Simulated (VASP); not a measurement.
A run of VASP 6.6.1 is set up as follows.

Contents of INCAR:

```
SYSTEM = ZnRh2
  ALGO = Normal
  EDIFF = 1E-7
  ENCUT = 520
  ISIF = 2
  ISMEAR = -1
  LASPH = .True.
  LCHARG = .False.
  LREAL = .False.
  LWAVE = .False.
  NBANDS = 51
  NELM = 100
  PREC = Accurate
  SIGMA = 0.0158
```

File KPOINTS:

```
k-points
0
Gamma
  7 8 8
  0 0 0
```

File POSCAR:

```
ZnRh2
1.0
   -4.4308910000      0.0000000000      0.0000000000
    0.0000000000      0.0000000000      4.5500830000
    0.0000000000      4.0118300000      2.2750410000
Rh Zn
4 2
Direct
    0.5000000000      0.8300000000      0.3400000000
    0.5000000000      0.1700000000      0.6600000000
    0.0000000000      0.3900000000      0.3400000000
    0.0000000000      0.7300000000      0.6600000000
    0.0000000000      0.0600000000      0.0000000000
    0.5000000000      0.5000000000      0.0000000000
```

Potentials or basis: VASP PAW LDA potentials, release 64 (Rh_pv, Zn).

Command:

```console
$ cat potpaw_LDA.64/Rh_pv/POTCAR potpaw_LDA.64/Zn/POTCAR > POTCAR
$ mpirun -np 1 vasp_std > vasp.out
```

Problem. What does it give for the band gap on the k mesh?

Solution. Zero (bands 42 and 43 overlap by 0.50 eV).

Problem. Predict the pressure.

Solution. -2.9 GPa.

Problem. Estimate the largest force.

Solution. 0.765 eV/Å.

Stress tensor (GPa, compression positive):
```
-0.16  0.00  0.00
 0.00 -3.44  0.00
 0.00  0.00 -4.98
```
